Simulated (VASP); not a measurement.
Al, 1 atom in the cell. The typed cell holds 1 atom: a = 2.902 Å, b = 2.902 Å, c = 2.814 Å, α = 90.00°, β = 59.02°, γ = 120.00°. 

```yaml
Program: VASP 6.6.1
Task: single point
Functional: r2SCAN
Potentials_or_basis: VASP PAW PBE potentials, release 64 (Al)
Cutoff: 520 eV
k_mesh: 12 × 12 × 15
Occupations: gaussian, width 0.1 eV
Spin: no spin polarisation
Dipole_correction: no
Further_INCAR_settings: ALGO = Normal; EDIFF = 1e-06; NBANDS = 8; ISYM = 0
```

Potentials or basis: VASP PAW PBE potentials, release 64 (Al).

Run with:

```sh
$ cat potpaw_PBE.64/Al/POTCAR > POTCAR
$ cp INCAR.step1 INCAR
$ mpirun -np 1 vasp_std > vasp.out
$ cp INCAR.step2 INCAR
$ mpirun -np 1 vasp_std > vasp.out
```

Hardware: 1 thread of Intel(R) Xeon(R) Platinum 8488C (Sapphire Rapids), with other jobs on the host.

Q: Estimate the wall time of this run.

A: Wall time 3.8 min on 1 thread of Intel(R) Xeon(R) Platinum 8488C (Sapphire Rapids), with other jobs on the host, peak memory 0.24 GiB. Counts: k points 1082.
